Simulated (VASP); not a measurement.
Write the native input for VASP 6.6.1 that does the following.

```
Task                   : single point
Functional             : PBEsol
Potentials or basis    : VASP PAW PBE potentials, release 64 (Pb_d, S)
Cutoff                 : 500 eV
k mesh                 : 6 × 6 × 6
Occupations            : fermi-dirac, width 0.1 eV
Spin                   : no spin polarisation
Dipole correction      : no
Further INCAR settings : ALGO = Normal; EDIFF = 1e-06; NBANDS = 17
```

The structure of PbS lies in POSCAR:

```
PbS
1.0
    0.0000000000      2.7849533002      2.7849533002
    2.7849533002      0.0000000000      2.7849533002
    2.7849533002      2.7849533002      0.0000000000
Pb S
1 1
Direct
    0.0000000000      0.0000000000      0.0000000000
    0.5000000000      0.5000000000      0.5000000000
```

The input as run:

INCAR

```
SYSTEM = PbS
ALGO = Normal ; EDIFF = 1E-6
ENCUT = 500 ; GGA = PS
GGA_COMPAT = .FALSE. ; ISIF = 2
ISMEAR = -1 ; LASPH = .TRUE.
LCHARG = .FALSE. ; LREAL = .FALSE.
LWAVE = .FALSE. ; NBANDS = 17
NELM = 120 ; PREC = Accurate
SIGMA = 0.1
```

KPOINTS

```
k-points
0
G
  6 6 6
  0 0 0
```

Potentials or basis: VASP PAW PBE potentials, release 64 (Pb_d, S).

Run with:

```sh
$ cat potpaw_PBE.64/Pb_d/POTCAR potpaw_PBE.64/S/POTCAR > POTCAR
$ mpirun -np 1 vasp_std > vasp.out
```

Results of the run:

| Property | Result |
| --- | --- |
| Pressure | 14.3 GPa |
| Band gap on the k mesh | 0.64 eV, direct |

Caveat: the PAW data sets were made with another functional, which shifts forces and pressure a little; spin-orbit coupling is left out, which moves the levels of the heavy elements.

Wall time 8.7 s on 1 thread of Intel(R) Xeon(R) 6975P-C (Granite Rapids), with other jobs on the host, peak memory 0.16 GiB.
